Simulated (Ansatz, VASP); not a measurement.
One calculation of MgO, two programs

The input INCAR:

```
SYSTEM = MgO
  PREC = Accurate
  ENCUT = 600
  EDIFF = 1E-7
  ISMEAR = 0
  SIGMA = 0.02
  LREAL = .False.
  LASPH = .True.
  NELM = 120
  ALGO = Normal
  ISIF = 3
  LWAVE = .False.
  LCHARG = .False.
  GGA = PE
  IBRION = 2
  NSW = 50
  EDIFFG = -0.003
  GGA_COMPAT = .False.
  NELMIN = 4
```

Contents of KPOINTS:

```
Automatic mesh
0
Gamma
  10 10 10
  0 0 0
```

File POSCAR:

```
MgO
1.0
    0.0000000000      2.1353389528      2.1353389528
    2.1353389528      0.0000000000      2.1353389528
    2.1353389528      2.1353389528      0.0000000000
Mg O
1 1
Direct
    0.0000000000      0.0000000000      0.0000000000
    0.5000000000      0.5000000000      0.5000000000
```

Input for Ansatz:

```yaml
crystal:
  lattice:
    - [0.0, 2.1353389528, 2.1353389528]
    - [2.1353389528, 0.0, 2.1353389528]
    - [2.1353389528, 2.1353389528, 0.0]
  atoms:
    - { symbol: Mg, position: [0.0, 0.0, 0.0] }
    - { symbol: O, position: [0.5, 0.5, 0.5] }
basis: {}
kpoints:
  mp_grid: { grid: [10, 10, 10] }
hamiltonian:
  xc: pbe
  pseudopotentials: { kind: all_electron, lapw: {} }
scf:
  occupations: { method: gaussian, width: 0.02 }
output:
  forces: true
  stress: true
  eigenvalues: true
relax:
  adjacent_minimum: "off"
  f_tol: 0.003
  max_steps: 30
  cell: { stress_tol: 0.03 }
```

Alike in both runs: task relaxation of cell and atoms; functional PBE; k mesh 10 × 10 × 10; occupations gaussian, width 0.02 eV; no spin polarisation.

```csv
,VASP,Ansatz
version,VASP 6.6.1,Ansatz 0.2.0
potentials or method,"VASP PAW PBE potentials, release 64 (Mg, O), cutoff 600 eV","scalar-relativistic, all-electron LAPW"
```

|  | VASP | Ansatz | Ansatz less VASP |
| --- | --- | --- | --- |
| gap on the k mesh at the Fermi level, each at its own relaxed structure (eV) | 4.51 | 4.45 | -0.055 |
| relaxed volume (Å³/atom) | 9.56 | 9.62 | +0.066 |
| relaxed cell length with the largest relative difference (Å) | 3.001 | 3.008 | +0.0069 |

Ansatz ran all-electron here, and VASP with PAW potentials.
